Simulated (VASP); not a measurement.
# Cu (Im-3m) in VASP: single point with PBE

Aim: the single point of Cu with PBE.

All numbers are computed with VASP 6.6.1; they aren't measurements. Logs are shortened: lines on timing, memory, paths and dates and some standing lists are left out, and cuts for length are marked.

### Step 1. The cell of the first run

It takes space group Im-3m (No. 229, cubic). The conventional cell has a = 2.883 Å, b = 2.883 Å, c = 2.883 Å, α = 90.00°, β = 90.00°, γ = 90.00°. Cu (site symmetry m-3m) has 14 Cu at 2.50 to 2.88 Å within 3.3 Å.

### Step 2. Single point, PBE

INCAR

```
SYSTEM = Cu
PREC = Accurate
ENCUT = 600
EDIFF = 1E-6
ISMEAR = 0
SIGMA = 0.05
LREAL = .FALSE.
LASPH = .TRUE.
NELM = 120
ALGO = Normal
ISIF = 2
LWAVE = .FALSE.
LCHARG = .FALSE.
GGA = PE
NBANDS = 12
GGA_COMPAT = .FALSE.
```

KPOINTS

```
Automatic mesh
0
G
  10 10 10
  0 0 0
```

POSCAR

```
Cu
1.0
   -1.4413339288      1.4413339288      1.4413339288
    1.4413339288     -1.4413339288      1.4413339288
    1.4413339288      1.4413339288     -1.4413339288
Cu
1
Direct
    0.0000000000      0.0000000000      0.0000000000
```

Potentials or basis: VASP PAW PBE potentials, release 64 (Cu).

On the command line:

```
cat potpaw_PBE.64/Cu/POTCAR > POTCAR
mpirun -np 1 vasp_std > vasp.out
```

OUTCAR:

```text
SYSTEM = Cu
   PREC = Accurate
   ENCUT = 600
   EDIFF = 1E-6
   ISMEAR = 0
   LREAL = .FALSE.
   LASPH = .TRUE.
   NELM = 120
   ISIF = 2
   GGA = PE

 ion  position               nearest neighbor table
   1  0.000  0.000  0.000-

  LATTYP: Found a body centered cubic cell.
 ALAT       =     2.8826678576

  Lattice vectors:

 A1 = (  -1.4413339288,   1.4413339288,   1.4413339288)
 A2 = (   1.4413339288,  -1.4413339288,   1.4413339288)
 A3 = (   1.4413339288,   1.4413339288,  -1.4413339288)

Analysis of symmetry for initial positions (statically):
=====================================================================
 Subroutine PRICEL returns:
 Original cell was already a primitive cell.

 Routine SETGRP: Setting up the symmetry group for a
 body centered cubic supercell.

 Subroutine GETGRP returns: Found 48 space group operations
[... 9 lines left out ...]

 Routine SETGRP: Setting up the symmetry group for a
 body centered cubic supercell.

 Subroutine GETGRP returns: Found 48 space group operations
[... 11 lines left out ...]
                                     Primitive cell

  volume of cell :      11.9772

  direct lattice vectors                    reciprocal lattice vectors
    -1.441333929  1.441333929  1.441333929     0.000000000  0.346900874  0.346900874
     1.441333929 -1.441333929  1.441333929     0.346900874  0.000000000  0.346900874
     1.441333929  1.441333929 -1.441333929     0.346900874  0.346900874  0.000000000

  length of vectors
     2.496463595  2.496463595  2.496463595     0.490591921  0.490591921  0.490591921

  position of ions in fractional coordinates (direct lattice)
     0.000000000  0.000000000  0.000000000

  ion indices of the primitive-cell ions
   primitive index   ion index
                 1           1

----------------------------------------------------------------------------------------

 KPOINTS: Automatic mesh

Automatic generation of k-mesh.
 Grid dimensions read from file:
 generate k-points for:   10   10   10

 Generating k-lattice:

  Cartesian coordinates                     Fractional coordinates (reciprocal lattice)
     0.000000000  0.034690087  0.034690087     0.100000000  0.000000000  0.000000000
     0.034690087  0.000000000  0.034690087     0.000000000  0.100000000  0.000000000
     0.034690087  0.034690087  0.000000000     0.000000000  0.000000000  0.100000000

  Length of vectors
     0.049059192  0.049059192  0.049059192

  Shift w.r.t. Gamma in fractional coordinates (k-lattice)
     0.000000000  0.000000000  0.000000000

 Subroutine IBZKPT returns following result:
 ===========================================

 Found     47 irreducible k-points:

 Following reciprocal coordinates:
            Coordinates               Weight
  0.000000  0.000000  0.000000      1.000000
  0.100000  0.000000  0.000000     12.000000
  0.200000  0.000000  0.000000     12.000000
  0.300000  0.000000  0.000000     12.000000
  0.400000  0.000000  0.000000     12.000000
  0.500000  0.000000  0.000000      6.000000
[... 16 lines left out ...]
  0.300000  0.300000  0.100000      8.000000
 -0.300000  0.300000  0.100000     24.000000
 [... further k-points ...]
   k-points           NKPTS =     47   k-points in BZ     NKDIM =     47   number of bands    NBANDS=     12
   number of dos      NEDOS =    301   number of ions     NIONS =      1
   total plane-waves  NPLWV =   8000
   dimension x,y,z NGX =    20 NGY =   20 NGZ =   20
   dimension x,y,z NGXF=    40 NGYF=   40 NGZF=   40
   ions per type =               1
   NGX,Y,Z   is equivalent  to a cutoff of  13.32, 13.32, 13.32 a.u.
   NGXF,Y,Z  is equivalent  to a cutoff of  26.64, 26.64, 26.64 a.u.
 SYSTEM =  Cu
   PREC   = accura    normal or accurate (medium, high low for compatibility)
   ISTART =      0    job   : 0-new  1-cont  2-samecut
   ICHARG =      2    charge: 1-file 2-atom 10-const
   ISPIN  =      1    spin polarized calculation?
   LNONCOLLINEAR =      F non collinear calculations
   LSORBIT =      F    spin-orbit coupling
   LASPH  =      T    aspherical Exc in radial PAW
   ENCUT  =  600.0 eV  44.10 Ry    6.64 a.u.   4.99  4.99  4.99*2*pi/ulx,y,z
   NELM   =    120;   NELMIN=  2; NELMDL= -5     # of ELM steps
   EDIFF  = 0.1E-05   stopping-criterion for ELM
   LREAL  =      F    real-space projection
   EDIFFG = 0.1E-04   stopping-criterion for IOM
   NSW    =      0    number of steps for IOM
   IBRION =     -1    ionic relax: 0-MD 1-quasi-New 2-CG
   NFREE  =      0    steps in history (QN), initial steepest desc. (CG)
   ISIF   =      2    stress and relaxation
   ISYM   =      2    0-nonsym 1-usesym 2-fastsym
   POTIM  = 0.5000    time-step for ionic-motion
   TEBEG  =    0.0;   TEEND  =   0.0 temperature during run
   PSTRESS=    0.0 pullay stress
   NELECT =      11.0000    total number of electrons
   NUPDOWN=      -1.0000    fix difference up-down
   EMIN   =  10.00;   EMAX   =-10.00  energy-range for DOS
   EFERMI =   0.00;   METHOD = LEGACY
   ISMEAR =     0;   SIGMA  =   0.05  broadening in eV -4-tet -1-fermi 0-gaus
   EFERMI_NEDOS =   21; number of points for ismear=-14 and -15
   IALGO  =     38    algorithm
   IMIX   =      4    mixing-type and parameters
     AMIX     =   0.40;   BMIX     =  1.00
     AMIX_MAG =   1.60;   BMIX_MAG =  1.00
  volume/ion in A,a.u.               =      11.98        80.83
  Fermi-wavevector in a.u.,A,eV,Ry     =   1.591309  3.007138 34.453537  2.532264
  Thomas-Fermi vector in A             =   2.689869
   LORBIT       =      0    0 simple, 1 ext, 2 COOP (PROOUT), +10 PAW based schemes
   GGA     = PE    functional components
   LHFCALC =     F    Hartree Fock is set to
   AEXX    =    0.0000 exact exchange contribution
   IVDW    =     0    specifies the selected vdW correction
   LEPSILON=     F    determine dielectric tensor
   LRPA    =     F    only Hartree local field effects (RPA)
 non-spin polarized calculation
 Gauss-broadening in eV      SIGMA  =   0.05
  energy-cutoff  :      600.00
  volume of cell :       11.98
 maximum number of plane-waves:       418
   NGX =  9   NGY =  9   NGZ =  9

 number of electron      11.0000002 magnetization

 Free energy of the ion-electron system (eV)
  ---------------------------------------------------
  ext. energy  EPLUGINS =         0.00000000
  ---------------------------------------------------
  free energy    TOTEN  =        -3.66816398 eV

  energy without entropy =       -3.66699755  energy(sigma->0) =       -3.66758077

 E-fermi :   7.4196     XC(G=0): -12.6493

 val. band max:        7.4124200373   @ k =   0.2000   0.2000   0.1000
 cond. band min:       7.5029677458   @ k =  -0.3000   0.4000   0.2000
 fundamental gap:      0.0905477084
 Fermi energy:         7.4196430637

 k-point     1 :       0.0000    0.0000    0.0000
  band No.  band energies     occupation
      1      -1.8278      2.00000
      2       4.3348      2.00000
      3       4.3348      2.00000
      4       4.3348      2.00000
      5       5.3220      2.00000
      6       5.3220      2.00000
      7      32.3384      0.00000
      8      32.3384      0.00000
      9      32.3384      0.00000
     10      35.5277      0.00000
     11      35.5277      0.00000
     12      35.5277      0.00000

 k-point     2 :       0.1000    0.0000    0.0000
  band No.  band energies     occupation
      1      -1.4482      2.00000
      2       4.2662      2.00000
      3       4.3294      2.00000
      4       4.4773      2.00000
      5       5.2597      2.00000
      6       5.3275      2.00000
      7      28.7881      0.00000
      8      31.1324      0.00000
      9      31.4931      0.00000
     10      32.6001      0.00000
     11      33.5002      0.00000
     12      34.3164      0.00000

 k-point     3 :       0.2000    0.0000    0.0000
  band No.  band energies     occupation
      1      -0.3586      2.00000
      2       4.0892      2.00000
      3       4.2861      2.00000
      4       4.8672      2.00000
      5       5.1742      2.00000
      6       5.3463      2.00000
      7      23.4267      0.00000
      8      28.6282      0.00000
      9      29.5144      0.00000
     10      30.2413      0.00000
     11      32.3524      0.00000
     12      35.4470      0.00000

 k-point     4 :       0.3000    0.0000    0.0000
  band No.  band energies     occupation
      1       1.1817      2.00000
      2       3.8753      2.00000
      3       4.3671      2.00000
      4       5.1970      2.00000
      5       5.3784      2.00000
      6       5.3886      2.00000
      7      18.3674      0.00000
      8      26.5581      0.00000
      9      27.0269      0.00000
     10      29.3105      0.00000
     11      31.7337      0.00000
     12      37.6628      0.00000

 k-point     5 :       0.4000    0.0000    0.0000
  band No.  band energies     occupation
      1       2.2539      2.00000
      2       3.7060      2.00000
      3       5.2034      2.00000
      4       5.4120      2.00000
      5       5.5114      2.00000
      6       5.8496      2.00000
      7      14.0200      0.00000
      8      25.2421      0.00000
      9      25.3734      0.00000
     10      28.7679      0.00000
     11      31.4858      0.00000
     12      40.6677      0.00000
[... 228 lines left out ...]
      1       3.2379      2.00000
      2       3.6202      2.00000
      3       4.1478      2.00000
      4       5.3715      2.00000
      5       5.4451      2.00000
      6       9.5837      0.00000
      7      13.4668      0.00000
      8      16.7315      0.00000
      9      20.1155      0.00000
     10      36.7808      0.00000
     11      40.2316      0.00000
     12      41.3777      0.00000

 k-point    22 :      -0.2000    0.2000    0.1000
  band No.  band energies     occupation
      1      -0.0072      2.00000
      2       4.2199      2.00000
      3       4.3240      2.00000
      4       4.8347      2.00000
      5       4.9352      2.00000
      6       5.4789      2.00000
      7      23.7246      0.00000
      8      26.7373      0.00000
      9      27.2610      0.00000
     10      30.4343      0.00000
     11      33.5088      0.00000
     12      34.7164      0.00000

 k-point    23 :       0.3000    0.3000    0.1000
  band No.  band energies     occupation
      1       3.3837      2.00000
      2       3.8489      2.00000
      3       3.8489      2.00000
      4       5.4244      2.00000
      5       5.4244      2.00000
      6      12.4035      0.00000
      7      12.4035      0.00000
      8      13.8862      0.00000
      9      19.7866      0.00000
     10      38.9345      0.00000
     11      38.9345      0.00000
     12      43.6926      0.00000

 k-point    24 :      -0.3000    0.3000    0.1000
  band No.  band energies     occupation
      1       1.4800      2.00000
      2       4.0250      2.00000
      3       4.2579      2.00000
      4       5.0199      2.00000
      5       5.3602      2.00000
      6       5.6229      2.00000
      7      18.6720      0.00000
      8      24.7116      0.00000
      9      25.5626      0.00000
     10      31.5448      0.00000
     11      32.1147      0.00000
     12      34.7041      0.00000

 [... further k-points ...]
[... 5 lines left out ...]
  --------------------------------------------------------------------------------------
  -------------------------------------------------------------------------------------
  Total        0.0511000      0.0511000      0.0511000     -0.0000000     -0.0000000      0.0000000
  in kB        6.8356140      6.8356140      6.8356140     -0.0000000     -0.0000000      0.0000000
  external PRESSURE =       6.8356140 kB  Pullay stress =       0.0000000 kB

 VOLUME and BASIS-vectors are now :
 -----------------------------------------------------------------------------
  energy-cutoff  :      600.00
  volume of cell :       11.98
      direct lattice vectors                 reciprocal lattice vectors
    -1.441333929  1.441333929  1.441333929     0.000000000  0.346900874  0.346900874
     1.441333929 -1.441333929  1.441333929     0.346900874  0.000000000  0.346900874
     1.441333929  1.441333929 -1.441333929     0.346900874  0.346900874  0.000000000

 POSITION                                       TOTAL-FORCE (eV/Angst)
 -----------------------------------------------------------------------------------
      0.00000      0.00000      0.00000         0.000000     -0.000000     -0.000000
 -----------------------------------------------------------------------------------
    total drift:                                0.000000     -0.000000     -0.000000

  FREE ENERGIE OF THE ION-ELECTRON SYSTEM (eV)
  ---------------------------------------------------
  free  energy   TOTEN  =        -3.6681639843 eV

  energy  without entropy=       -3.6669975462  energy(sigma->0) =       -3.66758077
```

Wall time 16 s (1 thread of AMD EPYC 7R13, shared host); peak memory 0.1 GiB.

What came out:

```yaml
Free_energy: -3.6682 eV
Pressure: 0.7 GPa
```
